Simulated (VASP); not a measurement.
# NbC (Fm-3m) in VASP: notebook, part 2 of 2

VASP 6.6.1. Earlier steps stand in the parts before.

### 3 Single point, PBE+D3(BJ) (volume scaled by 1.02)

INCAR reads:

```
PREC     = Accurate       # precision mode
ENCUT    = 600            # plane-wave cutoff, eV
EDIFF    = 1E-6           # SCF threshold, eV
ISMEAR   = 0              # smearing method
SIGMA    = 0.05           # smearing width, eV
LREAL    = False          # projectors in reciprocal space
LASPH    = True           # aspherical terms in the spheres
NELM     = 120            # most SCF steps
ALGO     = Normal         # electronic algorithm
ISIF     = 2              # what is computed and relaxed
LWAVE    = False          # write WAVECAR
LCHARG   = False          # write CHGCAR
GGA      = PE             # functional
IVDW     = 12             # dispersion correction
NBANDS   = 16             # bands
GGA_COMPAT= False
```

KPOINTS reads:

```
regular mesh
0
Gamma
  10 10 10
```

POSCAR reads:

```
NbC
1.0
    0.0000000000      2.2424049202      2.2424049202
    2.2424049202      0.0000000000      2.2424049202
    2.2424049202      2.2424049202      0.0000000000
Nb C
1 1
Direct
    0.0000000000      0.0000000000      0.0000000000
    0.5000000000      0.5000000000      0.5000000000
```

Potentials or basis: VASP PAW PBE potentials, release 64 (Nb_sv, C).

Started as:

```sh
> cat potpaw_PBE.64/Nb_sv/POTCAR potpaw_PBE.64/C/POTCAR > POTCAR
> mpirun -np 1 vasp_std > vasp.out
```

OUTCAR:

```text
PREC = Accurate
   ENCUT = 600
   EDIFF = 1E-6
   ISMEAR = 0
   LREAL = False
   LASPH = True
   NELM = 120
   ISIF = 2
   GGA = PE
   IVDW = 12
 IVDW          = 12

 ion  position               nearest neighbor table
   1  0.000  0.000  0.000-   2 2.24   2 2.24   2 2.24   2 2.24   2 2.24   2 2.24
   2  0.500  0.500  0.500-   1 2.24   1 2.24   1 2.24   1 2.24   1 2.24   1 2.24

  LATTYP: Found a face centered cubic cell.
 ALAT       =     4.4848098404

  Lattice vectors:

 A1 = (   0.0000000000,   2.2424049202,   2.2424049202)
 A2 = (   2.2424049202,   0.0000000000,   2.2424049202)
 A3 = (   2.2424049202,   2.2424049202,   0.0000000000)

Analysis of symmetry for initial positions (statically):
=====================================================================
 Subroutine PRICEL returns:
 Original cell was already a primitive cell.

 Routine SETGRP: Setting up the symmetry group for a
 face centered cubic supercell.

 Subroutine GETGRP returns: Found 48 space group operations
 (whereof 48 operations were pure point group operations)
 out of a pool of 48 trial point group operations.

The static configuration has the point symmetry O_h .

Analysis of symmetry for dynamics (positions and initial velocities):
=====================================================================
 Subroutine PRICEL returns:
 Original cell was already a primitive cell.

 Routine SETGRP: Setting up the symmetry group for a
 face centered cubic supercell.

 Subroutine GETGRP returns: Found 48 space group operations
 (whereof 48 operations were pure point group operations)
 out of a pool of 48 trial point group operations.

The dynamic configuration has the point symmetry O_h .

 Subroutine INISYM returns: Found 48 space group operations
 (whereof 48 operations are pure point group operations),
 and found     1 'primitive' translations

----------------------------------------------------------------------------------------

                                     Primitive cell

  volume of cell :      22.5513
[... 110 lines left out ...]
  volume/ion in A,a.u.               =      11.28        76.09
  Fermi-wavevector in a.u.,A,eV,Ry     =   1.489934  2.815567 30.203628  2.219904
  Thomas-Fermi vector in A             =   2.602780
   LORBIT       =      0    0 simple, 1 ext, 2 COOP (PROOUT), +10 PAW based schemes
   GGA     = PE    functional components
   LHFCALC =     F    Hartree Fock is set to
   AEXX    =    0.0000 exact exchange contribution
   IVDW    =    12    specifies the selected vdW correction
   LEPSILON=     F    determine dielectric tensor
   LRPA    =     F    only Hartree local field effects (RPA)
 non-spin polarized calculation
 Gauss-broadening in eV      SIGMA  =   0.05
  energy-cutoff  :      600.00
  volume of cell :       22.55
 maximum number of plane-waves:       763
 NGX is ok and might be reduce to    28
   NGX = 13   NGY = 13   NGZ = 13

 number of electron      17.0000001 magnetization

 Free energy of the ion-electron system (eV)
  ---------------------------------------------------
  ext. energy  EPLUGINS =         0.00000000
  ---------------------------------------------------
  free energy    TOTEN  =       -20.55703522 eV

  energy without entropy =      -20.55631638  energy(sigma->0) =      -20.55667580

 E-fermi :  12.2945     XC(G=0): -13.0330

 val. band max:       12.2531060972   @ k =  -0.4000   0.4000   0.1000
 cond. band min:      12.5281138121   @ k =  -0.2000   0.2000   0.0000
 fundamental gap:      0.2750077149
 Fermi energy:        12.2944588187

 k-point     1 :       0.0000    0.0000    0.0000
  band No.  band energies     occupation
      1     -43.3554      2.00000
      2     -19.0688      2.00000
      3     -19.0688      2.00000
      4     -19.0688      2.00000
      5      -0.9669      2.00000
      6      11.1363      2.00000
[... 433 lines left out ...]
      3     -19.3041      2.00000
      4     -19.2793      2.00000
      5       0.7556      2.00000
      6       7.2544      2.00000
[... 8 lines left out ...]
     15      24.9897      0.00000
     16      27.7081      0.00000

 [... further k-points ...]

------------------------ aborting loop because EDIFF is reached ----------------------------------------

 Edisp (eV)   -0.96846

 E8    (eV) :    -0.4276

  FORCE on cell =-STRESS in cart. coord.  units (eV):
  Direction    XX          YY          ZZ          XY          YZ          ZX
  --------------------------------------------------------------------------------------
  -------------------------------------------------------------------------------------
  Total      -1.11059    -1.11059    -1.11059     0.00000     0.00000     0.00000
  in kB     -78.90260   -78.90260   -78.90260     0.00000     0.00000     0.00000
  external pressure =      -78.90 kB  Pullay stress =        0.00 kB

 VOLUME and BASIS-vectors are now :
 -----------------------------------------------------------------------------
  energy-cutoff  :      600.00
  volume of cell :       22.55
      direct lattice vectors                 reciprocal lattice vectors
     0.000000000  2.242404920  2.242404920    -0.222974894  0.222974894  0.222974894
     2.242404920  0.000000000  2.242404920     0.222974894 -0.222974894  0.222974894
     2.242404920  2.242404920  0.000000000     0.222974894  0.222974894 -0.222974894

 POSITION                                       TOTAL-FORCE (eV/Angst)
 -----------------------------------------------------------------------------------
      0.00000      0.00000      0.00000         0.000000     -0.000000     -0.000000
      2.24240      2.24240      2.24240        -0.000000      0.000000      0.000000
 -----------------------------------------------------------------------------------
    total drift:                               -0.000000      0.000000      0.000000

  FREE ENERGIE OF THE ION-ELECTRON SYSTEM (eV)
  ---------------------------------------------------
  free  energy   TOTEN  =       -21.5255001000 eV

  energy  without entropy=      -21.5247812544  energy(sigma->0) =      -21.52514068
```

It took 12 s on 1 thread of Intel Xeon 6975P-C (Granite Rapids), shared host; peak memory 0.18 GiB.

Results:

* Free energy: -21.5255 eV
* Pressure: -7.9 GPa
* Dispersion energy per atom: -0.484 eV

Caveat: three body term missing; pairwise dispersion overbinds metals, which lowers pressure and volume.
